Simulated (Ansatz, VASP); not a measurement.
## One calculation of Ta2Mo, two programs

```
CELL_PARAMETERS angstrom
5.38542 0.00000 0.00000
0.00000 5.38542 0.00000
0.00000 0.00000 4.50863
ATOMIC_POSITIONS crystal
Ta 0.32393 0.32393 0.00000
Ta 0.17607 0.82393 0.50000
Ta 0.67607 0.67607 0.00000
Ta 0.82393 0.17607 0.50000
Mo 0.00000 0.00000 0.00000
Mo 0.50000 0.50000 0.50000
```

Alike in both runs: functional PBE; k mesh 4 × 4 × 6; occupations gaussian, width 0.1 eV; no spin polarisation.

Ansatz relaxed the structure, and its values are those at the end. VASP's run is a single point on that final structure, the one shown.

|  | VASP | Ansatz |
| --- | --- | --- |
| version | VASP 6.6.1 | Ansatz 0.2.0 |
| potentials or method | VASP PAW PBE potentials, release 64 (Ta_pv, Mo_sv), cutoff 520 eV | scalar-relativistic, plane waves, PAW |
| valence electrons in the cell | 72 | 80 |

```csv
,VASP,Ansatz,Ansatz less VASP
gap on the k mesh at the Fermi level (eV),none,none,-
pressure (GPa),0.2,0.0,-0.27
rms of the force components (eV/Å),0.008,0.000,-0.0075
```

A gap of «none» marks a metal or a gap that the smearing closes. VASP's potentials hold 72 valence electrons a cell and Ansatz's 80, so a difference there can come from the potentials and not from the codes.

Neither program's run includes spin-orbit coupling.
